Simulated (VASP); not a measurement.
Set up this calculation in VASP 6.6.1, as the native input.

```yaml
Task: single point
Functional: PBEsol
Potentials_or_basis: VASP PAW PBE potentials, release 64 (Ba_sv, Ti_sv, O)
Cutoff: 520 eV
k_mesh: 6 × 6 × 6
Occupations: gaussian, width 0.01 eV
Spin: no spin polarisation
Dipole_correction: no
Further_INCAR_settings: ALGO = Normal; EDIFF = 1e-06; NBANDS = 28
```

The structure of BaTiO3 (Barioperovskite) lies in POSCAR:

```
BaTiO3
1.0
    3.9316352889      0.0000000000      0.0000000000
    0.0000000000      2.7985588135      2.8066973133
    0.0000000000     -2.7985588135      2.8066973133
Ba Ti O
1 1 3
Direct
    0.0000000000      0.0000000000      0.0000000000
    0.5000000000      0.5124000000      0.5124000000
    0.0000000000      0.4874000000      0.4874000000
    0.5000000000      0.5052400000      0.9918400000
    0.5000000000      0.9918400000      0.5052400000
```

These files were run (other wordings do the same):

INCAR

```
PREC     = Accurate       # precision mode
ENCUT    = 520            # plane-wave cutoff, eV
EDIFF    = 1E-6           # SCF threshold, eV
ISMEAR   = 0              # smearing method
SIGMA    = 0.01           # smearing width, eV
LREAL    = F              # projectors in reciprocal space
LASPH    = T              # aspherical terms in the spheres
NELM     = 80             # most SCF steps
ALGO     = Normal         # electronic algorithm
ISIF     = 2              # what is computed and relaxed
LWAVE    = F              # write WAVECAR
LCHARG   = F              # write CHGCAR
GGA      = PS             # functional
NBANDS   = 28             # bands
```

KPOINTS

```
Automatic mesh
0
Gamma
  6 6 6
```

Potentials or basis: VASP PAW PBE potentials, release 64 (Ba_sv, Ti_sv, O).

Command:

```console
$ cat potpaw_PBE.64/Ba_sv/POTCAR potpaw_PBE.64/Ti_sv/POTCAR potpaw_PBE.64/O/POTCAR > POTCAR
$ mpirun -np 1 vasp_std > vasp.out
```

Results of the run:

```
Pressure               : 5.4 GPa
Largest force          : 0.218 eV/Å
Band gap on the k mesh : 1.88 eV, indirect (least direct gap 2.05 eV)
```

Caveat: the PAW data sets were made with another functional, which shifts forces and pressure a little; spin-orbit coupling is left out, which moves the levels of the heavy elements.

It took 61 s on 1 thread of Intel(R) Xeon(R) 6975P-C (Granite Rapids), on a shared host, peak memory 0.23 GiB.
